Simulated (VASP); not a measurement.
# La (P6_3/mmc) in VASP: further runs

La is run at these levels: PBEsol; tasks: single point, relaxation of cell and atoms.

All numbers are computed with VASP 6.6.1; they aren't measurements. Logs are shortened: lines on timing, memory, paths and dates and some standing lists are left out, and cuts for length are marked.

**1. The cell of the first run**

The structure is hexagonal, space group P6_3/mmc (No. 194). Conventional cell: a = 3.662 Å, b = 3.662 Å, c = 11.788 Å, α = 90.00°, β = 90.00°, γ = 120.00°. La (site symmetry -3m) has 12 La at 3.63 to 3.66 Å within 4.8 Å. Within 4.8 Å of La (site symmetry -6m2) lie 12 La at 3.63 to 3.66 Å.

**2. Single point, PBEsol**

File INCAR:

```
  ALGO = Normal
  EDIFF = 1E-6
  ENCUT = 520
  GGA = PS
  ISIF = 2
  ISMEAR = 1
  LASPH = True
  LCHARG = False
  LREAL = False
  LWAVE = False
  NBANDS = 30
  NELM = 80
  PREC = Accurate
  SIGMA = 0.1
```

File KPOINTS:

```
k-points
0
Gamma
  6 6 2
```

File POSCAR:

```
La
1.0
    3.6623121354      0.0000000000      0.0000000000
   -1.8311560677      3.1716553458      0.0000000000
    0.0000000000      0.0000000000     11.7882979018
La
4
Direct
    0.0000000000      0.0000000000      0.0000000000
    0.0000000000      0.0000000000      0.5000000000
    0.3333333333      0.6666666667      0.7500000000
    0.6666666667      0.3333333333      0.2500000000
```

Potentials or basis: VASP PAW PBE potentials, release 64 (La).

Started as:

```
> cat potpaw_PBE.64/La/POTCAR > POTCAR
> mpirun -np 1 vasp_std > vasp.out
```

OUTCAR:

```text
EDIFF = 1E-6
   ENCUT = 520
   GGA = PS
   ISIF = 2
   ISMEAR = 1
   LASPH = True
   LREAL = False
   NELM = 80
   PREC = Accurate

 ion  position               nearest neighbor table
   1  0.000  0.000  0.000-   3 3.63   4 3.63   3 3.63   4 3.63   4 3.63   3 3.63
   2  0.000  0.000  0.500-   3 3.63   4 3.63   3 3.63   4 3.63   4 3.63   3 3.63
   3  0.333  0.667  0.750-   1 3.63   2 3.63   1 3.63   2 3.63   1 3.63   2 3.63
   4  0.667  0.333  0.250-   1 3.63   2 3.63   1 3.63   2 3.63   1 3.63   2 3.63

  LATTYP: Found a hexagonal cell.
 ALAT       =     3.6623121354
 C/A-ratio  =     3.2188129974

  Lattice vectors:

 A1 = (   3.6623121354,   0.0000000000,   0.0000000000)
 A2 = (  -1.8311560677,   3.1716553458,   0.0000000000)
 A3 = (   0.0000000000,   0.0000000000,  11.7882979018)

Analysis of symmetry for initial positions (statically):
=====================================================================
 Subroutine PRICEL returns:
 Original cell was already a primitive cell.

 Routine SETGRP: Setting up the symmetry group for a
 hexagonal supercell.

 Subroutine GETGRP returns: Found 24 space group operations
 (whereof 12 operations were pure point group operations)
 out of a pool of 24 trial point group operations.

The static configuration has the point symmetry D_3d.
 The point group associated with its full space group is D_6h.

Analysis of symmetry for dynamics (positions and initial velocities):
=====================================================================
 Subroutine PRICEL returns:
 Original cell was already a primitive cell.

 Routine SETGRP: Setting up the symmetry group for a
 hexagonal supercell.

 Subroutine GETGRP returns: Found 24 space group operations
 (whereof 12 operations were pure point group operations)
 out of a pool of 24 trial point group operations.

The dynamic configuration has the point symmetry D_3d.
 The point group associated with its full space group is D_6h.

 Subroutine INISYM returns: Found 24 space group operations
 (whereof 12 operations are pure point group operations),
 and found     1 'primitive' translations

----------------------------------------------------------------------------------------

                                     Primitive cell

  volume of cell :     136.9281

  direct lattice vectors                    reciprocal lattice vectors
     3.662312135  0.000000000  0.000000000     0.273051549  0.157646385  0.000000000
    -1.831156068  3.171655346  0.000000000     0.000000000  0.315292770  0.000000000
     0.000000000  0.000000000 11.788297902     0.000000000  0.000000000  0.084829889

  length of vectors
     3.662312135  3.662312135 11.788297902     0.315292770  0.315292770  0.084829889

  position of ions in fractional coordinates (direct lattice)
     0.000000000  0.000000000  0.000000000
     0.000000000  0.000000000  0.500000000
     0.333333333  0.666666667  0.750000000
     0.666666667  0.333333333  0.250000000

  ion indices of the primitive-cell ions
   primitive index   ion index
                 1           1
                 2           2
                 3           3
                 4           4

----------------------------------------------------------------------------------------

 KPOINTS: k-points

Automatic generation of k-mesh.
 Grid dimensions read from file:
 generate k-points for:    6    6    2

 Generating k-lattice:

  Cartesian coordinates                     Fractional coordinates (reciprocal lattice)
     0.045508591  0.026274398  0.000000000     0.166666667  0.000000000  0.000000000
     0.000000000  0.052548795  0.000000000     0.000000000  0.166666667  0.000000000
     0.000000000  0.000000000  0.042414944     0.000000000  0.000000000  0.500000000

  Length of vectors
     0.052548795  0.052548795  0.042414944

  Shift w.r.t. Gamma in fractional coordinates (k-lattice)
     0.000000000  0.000000000  0.000000000

 Subroutine IBZKPT returns following result:
 ===========================================

 Found     14 irreducible k-points:

 Following reciprocal coordinates:
            Coordinates               Weight
  0.000000  0.000000  0.000000      1.000000
  0.166667 -0.000000  0.000000      6.000000
  0.333333 -0.000000  0.000000      6.000000
  0.500000  0.000000  0.000000      3.000000
  0.166667  0.166667  0.000000      6.000000
  0.333333  0.166667  0.000000     12.000000
  0.333333  0.333333  0.000000      2.000000
  0.000000  0.000000  0.500000      1.000000
  0.166667 -0.000000  0.500000      6.000000
  0.333333 -0.000000  0.500000      6.000000
  0.500000  0.000000  0.500000      3.000000
  0.166667  0.166667  0.500000      6.000000
  0.333333  0.166667  0.500000     12.000000
  0.333333  0.333333  0.500000      2.000000
   k-points           NKPTS =     14   k-points in BZ     NKDIM =     14   number of bands    NBANDS=     30
   number of dos      NEDOS =    301   number of ions     NIONS =      4
   total plane-waves  NPLWV =  70560
   dimension x,y,z NGX =    28 NGY =   28 NGZ =   90
   dimension x,y,z NGXF=    56 NGYF=   56 NGZF=  180
   ions per type =               4
   NGX,Y,Z   is equivalent  to a cutoff of  12.71, 12.71, 12.69 a.u.
   NGXF,Y,Z  is equivalent  to a cutoff of  25.42, 25.42, 25.38 a.u.
 SYSTEM =  unknown system
   PREC   = accura    normal or accurate (medium, high low for compatibility)
   ISTART =      0    job   : 0-new  1-cont  2-samecut
   ICHARG =      2    charge: 1-file 2-atom 10-const
   ISPIN  =      1    spin polarized calculation?
   LNONCOLLINEAR =      F non collinear calculations
   LSORBIT =      F    spin-orbit coupling
   LASPH  =      T    aspherical Exc in radial PAW
   ENCUT  =  520.0 eV  38.22 Ry    6.18 a.u.   6.81  6.81 21.92*2*pi/ulx,y,z
   NELM   =     80;   NELMIN=  2; NELMDL= -5     # of ELM steps
   EDIFF  = 0.1E-05   stopping-criterion for ELM
   LREAL  =      F    real-space projection
   EDIFFG = 0.1E-04   stopping-criterion for IOM
   NSW    =      0    number of steps for IOM
   IBRION =     -1    ionic relax: 0-MD 1-quasi-New 2-CG
   NFREE  =      0    steps in history (QN), initial steepest desc. (CG)
   ISIF   =      2    stress and relaxation
   ISYM   =      2    0-nonsym 1-usesym 2-fastsym
   POTIM  = 0.5000    time-step for ionic-motion
   TEBEG  =    0.0;   TEEND  =   0.0 temperature during run
   PSTRESS=    0.0 pullay stress
   NELECT =      44.0000    total number of electrons
   NUPDOWN=      -1.0000    fix difference up-down
   EMIN   =  10.00;   EMAX   =-10.00  energy-range for DOS
   EFERMI =   0.00;   METHOD = LEGACY
   ISMEAR =     1;   SIGMA  =   0.10  broadening in eV -4-tet -1-fermi 0-gaus
   EFERMI_NEDOS =   21; number of points for ismear=-14 and -15
   IALGO  =     38    algorithm
   IMIX   =      4    mixing-type and parameters
     AMIX     =   0.40;   BMIX     =  1.00
     AMIX_MAG =   1.60;   BMIX_MAG =  1.00
  volume/ion in A,a.u.               =      34.23       231.01
  Fermi-wavevector in a.u.,A,eV,Ry     =   1.121317  2.118981 17.107297  1.257351
  Thomas-Fermi vector in A             =   2.257969
   LORBIT       =      0    0 simple, 1 ext, 2 COOP (PROOUT), +10 PAW based schemes
   GGA     = PS    functional components
   LHFCALC =     F    Hartree Fock is set to
   AEXX    =    0.0000 exact exchange contribution
   IVDW    =     0    specifies the selected vdW correction
   LEPSILON=     F    determine dielectric tensor
   LRPA    =     F    only Hartree local field effects (RPA)
 non-spin polarized calculation
 Methfessel and Paxton  Order N= 1 SIGMA  =   0.10
  energy-cutoff  :      520.00
  volume of cell :      136.93
 maximum number of plane-waves:      3708
 NGX is ok and might be reduce to    28
   NGX = 13   NGY = 13   NGZ = 43

 number of electron      43.9999999 magnetization

 Free energy of the ion-electron system (eV)
  ---------------------------------------------------
  ext. energy  EPLUGINS =         0.00000000
  ---------------------------------------------------
  free energy    TOTEN  =       -21.39503341 eV

  energy without entropy =      -21.38908288  energy(sigma->0) =      -21.39304990

 E-fermi :   8.6063     XC(G=0): -10.0224

 val. band max:        8.5559262997   @ k =   0.3333   0.3333   0.5000
 cond. band min:       8.6184652155   @ k =   0.3333   0.3333   0.5000
 fundamental gap:      0.0625389158
 Fermi energy:         8.6063025109

 k-point     1 :       0.0000    0.0000    0.0000
  band No.  band energies     occupation
      1     -24.2194      2.00000
      2     -24.0950      2.00000
      3     -24.0621      2.00000
      4     -23.9313      2.00000
      5      -8.7640      2.00000
      6      -7.9374      2.00000
[... 22 lines left out ...]
     29      10.0334     -0.00000
     30      10.0933     -0.00000

 k-point     2 :       0.1667   -0.0000    0.0000
  band No.  band energies     occupation
      1     -24.1618      2.00000
      2     -24.0526      2.00000
      3     -24.0198      2.00000
      4     -23.9056      2.00000
      5      -8.6237      2.00000
      6      -8.0021      2.00000
[... 22 lines left out ...]
     29      10.1396     -0.00000
     30      10.2908     -0.00000

 k-point     3 :       0.3333   -0.0000    0.0000
  band No.  band energies     occupation
      1     -24.0341      2.00000
      2     -23.9661      2.00000
      3     -23.9331      2.00000
      4     -23.8634      2.00000
      5      -8.4313      2.00000
      6      -8.4312      2.00000
[... 22 lines left out ...]
     29      10.1351     -0.00000
     30      10.3629     -0.00000

 k-point     4 :       0.5000    0.0000    0.0000
  band No.  band energies     occupation
      1     -23.9549      2.00000
      2     -23.9221      2.00000
      3     -23.8889      2.00000
      4     -23.8555      2.00000
      5      -8.7059      2.00000
      6      -8.6475      2.00000
[... 286 lines left out ...]
     29      10.2036     -0.00000
     30      10.2047     -0.00000

 k-point    13 :       0.3333    0.1667    0.5000
  band No.  band energies     occupation
      1     -23.9433      2.00000
      2     -23.9433      2.00000
      3     -23.8677      2.00000
      4     -23.8677      2.00000
      5      -8.4647      2.00000
      6      -8.4647      2.00000
[... 22 lines left out ...]
     29      10.1509     -0.00000
     30      10.1511     -0.00000

 k-point    14 :       0.3333    0.3333    0.5000
  band No.  band energies     occupation
      1     -23.8999      2.00000
      2     -23.8999      2.00000
      3     -23.8670      2.00000
      4     -23.8670      2.00000
      5      -8.3408      2.00000
      6      -8.3408      2.00000
[... 22 lines left out ...]
     29      10.2283     -0.00000
     30      10.2345     -0.00000

------------------------ aborting loop because EDIFF is reached ----------------------------------------

  FORCE on cell =-STRESS in cart. coord.  units (eV):
  Direction    XX          YY          ZZ          XY          YZ          ZX
  --------------------------------------------------------------------------------------
  -------------------------------------------------------------------------------------
  Total        0.1380325      0.1380325     -0.0124302     -0.0000000     -0.0000000      0.0000000
  in kB        1.6151003      1.6151003     -0.1454439     -0.0000000     -0.0000000      0.0000000
  external PRESSURE =       1.0282523 kB  Pullay stress =       0.0000000 kB

 VOLUME and BASIS-vectors are now :
 -----------------------------------------------------------------------------
  energy-cutoff  :      520.00
  volume of cell :      136.93
      direct lattice vectors                 reciprocal lattice vectors
     3.662312135  0.000000000  0.000000000     0.273051549  0.157646385  0.000000000
    -1.831156068  3.171655346  0.000000000     0.000000000  0.315292770  0.000000000
     0.000000000  0.000000000 11.788297902     0.000000000  0.000000000  0.084829889

 POSITION                                       TOTAL-FORCE (eV/Angst)
 -----------------------------------------------------------------------------------
      0.00000      0.00000      0.00000        -0.000000      0.000000      0.000000
      0.00000      0.00000      5.89415        -0.000000      0.000000      0.000000
     -0.00000      2.11444      8.84122         0.000000      0.000000      0.000000
      1.83116      1.05722      2.94707         0.000000     -0.000000     -0.000000
 -----------------------------------------------------------------------------------
    total drift:                               -0.000000      0.000000      0.000000

  FREE ENERGIE OF THE ION-ELECTRON SYSTEM (eV)
  ---------------------------------------------------
  free  energy   TOTEN  =       -21.3950334129 eV

  energy  without entropy=      -21.3890828832  energy(sigma->0) =      -21.39304990
```

Run time: 3.2 min. Hardware: 1 thread of Intel Xeon 8259CL, shared host; peak memory 0.26 GiB.

What came out:

| Quantity | Value |
| --- | --- |
| Free energy | -21.3950 eV |
| Pressure | 0.1 GPa |
| Band gap on the k mesh | zero (bands 22 and 23 overlap by 1.02 eV) |

Caveat: the PAW data sets were made with another functional, which shifts forces and pressure a little; spin-orbit coupling is left out, which moves the levels of the heavy elements.

**3. Relaxation of cell and atoms, PBEsol**

This run uses another cell than the first one, of 37.42 Å³/atom.

File INCAR:

```
PREC = Accurate
ENCUT = 600
EDIFF = 1E-6
ISMEAR = 1
SIGMA = 0.1
LREAL = F
LASPH = T
NELM = 80
ALGO = Normal
ISIF = 3
LWAVE = F
LCHARG = F
GGA = PS
IBRION = 2
NSW = 80
EDIFFG = -0.03
```

File KPOINTS:

```
Automatic mesh
0
Gamma
  6 6 2
```

File POSCAR:

```
La
1.0
    3.7700000000      0.0000000000      0.0000000000
   -1.8850000000      3.2649157700      0.0000000000
    0.0000000000      0.0000000000     12.1590000000
La
4
Direct
    0.0000000000      0.0000000000      0.0000000000
    0.0000000000      0.0000000000      0.5000000000
    0.3333333333      0.6666666667      0.7500000000
    0.6666666667      0.3333333333      0.2500000000
```

Potentials or basis: VASP PAW PBE potentials, release 64 (La).

Started as:

```
> cat potpaw_PBE.64/La/POTCAR > POTCAR
> mpirun -np 1 vasp_std > vasp.out
```

Wall time 6.9 min (1 thread of Intel Xeon 8259CL, shared host); peak memory 0.32 GiB.

It converged, with:

* Free energy: -21.3958 eV
* Relaxed volume: 34.41 Å³/atom
* Relaxed cell: a = 3.669 Å, b = 3.669 Å, c = 11.807 Å, α = 90.00°, β = 90.00°, γ = 120.00°
* Space group after relaxing (to 0.1 Å): P6_3/mmc (No. 194)
* Energy gained by relaxing: 20.3 meV/atom
* Ionic steps: 3
* Pressure after relaxing: 0.0 GPa
* Band gap on the k mesh: zero (bands 22 and 23 overlap by 1.02 eV)

Stress tensor (GPa, compression positive):
```
 0.04  0.00  0.00
 0.00  0.04  0.00
 0.00  0.00 -0.13
```

The path:
| step | energy change (eV) | largest force (eV/Å) | pressure (GPa) | volume (Å³) |
| --- | --- | --- | --- | --- |
| 1 | 0.0000 | 0.0000 | -2.07 | 149.66 |
| 2 | -0.0788 | 0.0000 | -0.35 | 139.44 |
| 3 | -0.0811 | 0.0000 | -0.02 | 137.63 |

Final structure:
```
La
1.0
     3.66867    0.00000    0.00000
    -1.83433    3.17716    0.00000
     0.00000    0.00000   11.80738
La
4
Direct
  0.00000 0.00000 0.00000
  0.00000 0.00000 0.50000
  0.33333 0.66667 0.75000
  0.66667 0.33333 0.25000
```

Levels at points of the mesh, in eV from the Fermi level:
```csv
k point,band 19,band 20,band 21,band 22,band 23,band 24,band 25,band 26
"(0.00, 0.00, 0.00)",-1.91,-1.87,0.51,0.64,1.20,1.20,1.24,1.31
"(0.50, 0.00, 0.00)",-1.76,-1.25,-0.81,-0.36,-0.29,0.39,1.02,1.13
"(0.00, 0.00, 0.50)",-1.83,-1.83,0.73,0.73,1.28,1.28,1.31,1.31
"(0.50, 0.00, 0.50)",-1.55,-1.55,-1.26,-1.26,0.59,0.59,1.33,1.33
```

Caveat: the PAW data sets were made with another functional, which shifts forces and pressure a little; spin-orbit coupling is left out, which moves the levels of the heavy elements.
